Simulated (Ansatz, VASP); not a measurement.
InP: VASP beside Ansatz

INCAR

```
SYSTEM = InP
PREC = Accurate
ENCUT = 520
EDIFF = 1E-8
ISMEAR = -1
SIGMA = 0.03
LREAL = .FALSE.
LASPH = .TRUE.
NELM = 100
ALGO = Normal
ISIF = 2
LWAVE = .FALSE.
LCHARG = .FALSE.
GGA = PS
LEFG = .TRUE.
NBANDS = 16
```

KPOINTS

```
Automatic mesh
0
G
  11 11 11
  0 0 0
```

The input POSCAR:

```
InP
1.0
    0.0000000000      2.8164141889      2.8164141889
    2.8164141889      0.0000000000      2.8164141889
    2.8164141889      2.8164141889      0.0000000000
In P
1 1
Direct
    0.0000000000      0.0000000000      0.0000000000
    0.5000000000      0.5000000000      0.5000000000
```

Input for Ansatz:

```yaml
crystal:
  lattice:
    - [0.0, 2.8164141889, 2.8164141889]
    - [2.8164141889, 0.0, 2.8164141889]
    - [2.8164141889, 2.8164141889, 0.0]
  atoms:
    - { symbol: In, position: [0.0, 0.0, 0.0] }
    - { symbol: P, position: [0.5, 0.5, 0.5] }
kpoints:
  mp_grid: { grid: [11, 11, 11] }
scf:
  occupations: { method: fermi_dirac, width: 0.03 }
hamiltonian:
  xc: pbesol
  pseudopotentials: { kind: paw }
output:
  forces: true
  stress: true
  eigenvalues: true
  efg: { contact_densities: true }
```

Change from the starting cell: volume scaled by 0.96, PAW files.

Alike in both runs: task electric field gradients; functional PBEsol; k mesh 11 × 11 × 11; occupations fermi-dirac, width 0.03 eV; no spin polarisation.

|  | VASP | Ansatz |
| --- | --- | --- |
| version | VASP 6.6.1 | Ansatz 0.2.0 |
| potentials or method | VASP PAW PBE potentials, release 64 (In_d, P) | PAW with Ansatz's default frozen-core files, scalar-relativistic |
| plane-wave cutoff (eV) | 520 | 420 |
| valence electrons in the cell | 18 | 18 |

```tsv
	VASP	Ansatz	Ansatz less VASP
pressure (GPa)	-6.4	-6.4	-0.03
```

VASP's potentials were made for PBE, not for PBEsol. The functional is the same, so the differences come from potentials, cutoffs and numerics.
